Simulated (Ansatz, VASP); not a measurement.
## BP: VASP beside Ansatz

Contents of POSCAR:

```
BP
1.0
    0.0000000000      2.2537713532      2.2537713532
    2.2537713532      0.0000000000      2.2537713532
    2.2537713532      2.2537713532      0.0000000000
B P
1 1
Direct
    0.0000000000      0.0000000000      0.0000000000
    0.2500000000      0.2500000000      0.2500000000
```

INCAR.step1

```
PREC     = Accurate       # precision mode
ENCUT    = 520            # plane-wave cutoff, eV
ISMEAR   = -1             # smearing method
SIGMA    = 0.02           # smearing width, eV
LREAL    = False          # projectors in reciprocal space
LASPH    = True           # aspherical terms in the spheres
NELM     = 100            # most SCF steps
NBANDS   = 11             # bands
GGA      = PE             # functional
ALGO     = Normal         # electronic algorithm
EDIFF    = 1E-4           # SCF threshold, eV
LWAVE    = True           # write WAVECAR
LCHARG   = False          # write CHGCAR
```

The input INCAR.step2:

```
PREC     = Accurate       # precision mode
ENCUT    = 520            # plane-wave cutoff, eV
EDIFF    = 1E-6           # SCF threshold, eV
ISMEAR   = -1             # smearing method
SIGMA    = 0.02           # smearing width, eV
LREAL    = False          # projectors in reciprocal space
LASPH    = True           # aspherical terms in the spheres
NELM     = 100            # most SCF steps
ALGO     = Normal         # electronic algorithm
ISIF     = 2              # what is computed and relaxed
LWAVE    = False          # write WAVECAR
LCHARG   = False          # write CHGCAR
METAGGA  = R2SCAN         # meta-GGA
LMIXTAU  = True         
NBANDS   = 11             # bands
ISTART   = 1
```

Contents of KPOINTS:

```
Automatic mesh
0
Gamma
  8 8 8
```

Input for Ansatz:

```yaml
crystal:
  lattice:
    - [0.0, 2.253771353232561, 2.253771353232561]
    - [2.253771353232561, 0.0, 2.253771353232561]
    - [2.253771353232561, 2.253771353232561, 0.0]
  atoms:
    - { symbol: B, position: [0.0, 0.0, 0.0] }
    - { symbol: P, position: [0.25, 0.25, 0.25] }
basis:
  ecutwfc: 600.0
kpoints:
  mp_grid:
    grid: [8, 8, 8]
hamiltonian:
  xc: r2scan
scf:
  occupations:
    method: fermi_dirac
    width: 0.02
output:
  stress: true
```

Alike in both runs: task single point; functional r2SCAN; k mesh 8 × 8 × 8; occupations fermi-dirac, width 0.02 eV; no spin polarisation.

|  | VASP | Ansatz |
| --- | --- | --- |
| version | VASP 6.6.1 | Ansatz 0.2.0 |
| potentials or method | VASP PAW PBE potentials, release 64 (B, P), cutoff 520 eV | plane waves, PAW |
| valence electrons in the cell | 8 | 8 |

Ansatz gave:

```
pressure (GPa) : 3.4
```

Problem. Estimate VASP's values.

Solution. Pressure (GPa): 2.9.

VASP's potentials were made for PBE, not for r2SCAN. The functional is the same, so the differences come from potentials, cutoffs and numerics.
